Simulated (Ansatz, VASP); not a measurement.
BaTe in VASP and in Ansatz

Contents of INCAR:

```
PREC     = Accurate       # precision mode
ENCUT    = 520            # plane-wave cutoff, eV
EDIFF    = 1E-7           # SCF threshold, eV
ISMEAR   = 0              # smearing method
SIGMA    = 0.05           # smearing width, eV
LREAL    = False          # projectors in reciprocal space
LASPH    = True           # aspherical terms in the spheres
NELM     = 100            # most SCF steps
ALGO     = Normal         # electronic algorithm
ISIF     = 2              # what is computed and relaxed
LWAVE    = False          # write WAVECAR
LCHARG   = True           # write CHGCAR
GGA      = PE             # functional
LELF     = True           # ELF
LVHAR    = True         
NBANDS   = 15             # bands
```

Contents of KPOINTS:

```
regular mesh
0
Gamma
  6 6 6
```

Contents of POSCAR:

```
BaTe
1.0
    4.4755893000      0.0000000000      0.0000000000
    0.0000000000      4.4755893000      0.0000000000
    0.0000000000      0.0000000000      4.4755893000
Ba Te
1 1
Direct
    0.0000000000      0.0000000000      0.0000000000
    0.5000000000      0.5000000000      0.5000000000
```

Input for Ansatz:

```yaml
crystal:
  lattice:
    - [4.4755893, 0.0, 0.0]
    - [0.0, 4.4755893, 0.0]
    - [0.0, 0.0, 4.4755893]
  atoms:
    - { symbol: Ba, position: [0.0, 0.0, 0.0] }
    - { symbol: Te, position: [0.5, 0.5, 0.5] }
basis:
  ecutwfc: 420
kpoints:
  mp_grid: { grid: [6, 6, 6] }
hamiltonian:
  xc: pbe
scf:
  occupations: { method: gaussian, width: 0.05 }
output:
  forces: true
  stress: true
  eigenvalues: true
```

Change from the starting cell: strain +0.050 along x and y, +0.050 along z, atoms carried along.

Alike in both runs: task single point; functional PBE; k mesh 6 × 6 × 6; occupations gaussian, width 0.05 eV; no spin polarisation.

```csv
,VASP,Ansatz
version,VASP 6.6.1,Ansatz 0.2.0
potentials or method,"VASP PAW PBE potentials, release 64 (Ba_sv, Te), cutoff 520 eV","scalar-relativistic, plane waves, PAW"
valence electrons in the cell,16,26
```

```csv
,VASP,Ansatz,Ansatz less VASP
gap on the k mesh at the Fermi level (eV),1.06,1.13,+0.068
least direct gap on the mesh (eV),1.08,1.15,+0.065
pressure (GPa),-3.3,-3.6,-0.25
```

The functional is the same, so the differences come from potentials, cutoffs and numerics. VASP's potentials hold 16 valence electrons a cell and Ansatz's 26, so a difference there can come from the potentials and not from the codes.

Spin-orbit coupling is off throughout.
